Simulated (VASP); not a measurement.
**ZnCd2Se3: relaxation of cell and atoms with PBE**

ZnCd2Se3:

```
Zn Cd Se
1.0
     4.11139    0.00000    0.00000
    -2.05569    3.56057    0.00000
     0.00000    0.00000   10.07080
Zn Cd Se
1 2 3
Cartesian
  2.0557 1.1869 6.7139
  0.0000 0.0000 0.0000
  0.0000 2.3737 3.3569
  0.0000 0.0000 7.5531
  2.0557 1.1869 4.1962
  0.0000 2.3737 0.8392
```

```json
{
 "Program": "VASP 6.6.1",
 "Task": "relaxation of cell and atoms",
 "Functional": "PBE",
 "Potentials or basis": "VASP PAW PBE potentials, release 64 (Zn, Cd, Se)",
 "Cutoff": "600 eV",
 "k mesh": "6 × 6 × 2",
 "Occupations": "gaussian, width 0.1 eV",
 "Spin": "no spin polarisation",
 "Dipole correction": "no",
 "Further INCAR settings": "ALGO = Normal; EDIFF = 1e-06; IBRION = 2; EDIFFG = -0.04; NSW = 90; ISIF = 3"
}
```

```yaml
Relaxed_volume: 27.67 Å³/atom
Relaxed_cell: a = 4.271 Å, b = 4.271 Å, c = 10.508 Å, α = 90.00°, β = 90.00°, γ = 120.00°
Space_group_after_relaxing_to_0.05_Å: P3m1 (No. 156)
Energy_gained_by_relaxing: 106.3 meV/atom
Ionic_steps: 9
Pressure_after_relaxing: 0.1 GPa
Largest_force_after_relaxing: 0.037 eV/Å
Band_gap_on_the_k_mesh: 0.54 eV, direct
```

Forces on the atoms (eV/Å):
```
Zn   0.000  0.000 -0.016
Cd   0.000  0.000  0.013
Cd   0.000  0.000 -0.037
Se   0.000  0.000  0.002
Se   0.000  0.000  0.027
Se   0.000  0.000  0.011
```

The path:
| step | energy change (eV) | largest force (eV/Å) | pressure (GPa) | volume (Å³) |
| --- | --- | --- | --- | --- |
| 1 | 0.0000 | 1.3433 | 8.55 | 147.43 |
| 2 | -0.5040 | 0.3829 | -2.38 | 177.22 |
| 3 | -0.5628 | 0.5808 | -0.33 | 168.76 |
| 4 | -0.5913 | 0.4079 | -0.19 | 167.98 |
| 5 | -0.6208 | 0.3296 | 0.32 | 165.76 |
| 6 | -0.6217 | 0.3180 | 0.22 | 166.12 |
| 7 | -0.6334 | 0.2031 | -0.10 | 167.01 |
| 8 | -0.6355 | 0.1254 | -0.29 | 167.57 |
| 9 | -0.6376 | 0.0372 | 0.14 | 166.02 |

Final structure:
```xyz
6
Lattice="4.2712 0.0000 0.0000 -2.1356 3.6990 0.0000 0.0000 0.0000 10.5084" Properties=species:S:1:pos:R:3 pbc="T T T"
Zn    2.1356    1.2330    7.0157
Cd    4.2712    0.0000   10.4091
Cd    0.0000    2.4660    3.5657
Se    4.2712    0.0000    7.7323
Se    2.1356    1.2330    4.5366
Se    0.0000    2.4660    0.8928
```

Levels at points of the mesh, in eV from the valence-band top:
| k point | band 23 | band 24 | band 25 | band 26 | band 27 | band 28 | band 29 | band 30 | band 31 | band 32 |
| --- | --- | --- | --- | --- | --- | --- | --- | --- | --- | --- |
| (0.00, 0.00, 0.00) | -0.45 | -0.45 | -0.12 | 0.00 | 0.00 | 0.54 | 2.10 | 2.66 | 5.70 | 5.70 |
| (0.50, 0.00, 0.00) | -1.84 | -1.66 | -1.56 | -1.09 | -0.93 | 2.92 | 3.27 | 3.36 | 3.62 | 5.51 |
| (0.00, 0.00, 0.50) | -0.88 | -0.28 | -0.28 | -0.13 | -0.13 | 1.59 | 2.04 | 2.46 | 5.29 | 5.93 |
| (0.50, 0.00, 0.50) | -2.12 | -1.80 | -1.41 | -0.80 | -0.70 | 2.26 | 3.27 | 3.79 | 4.26 | 4.45 |

Wall time 6.3 min on 1 thread of Intel(R) Xeon(R) Platinum 8488C (Sapphire Rapids), on a shared host, peak memory 0.37 GiB.

A hybrid or GW would open this gap; PBE tends to underestimate it.
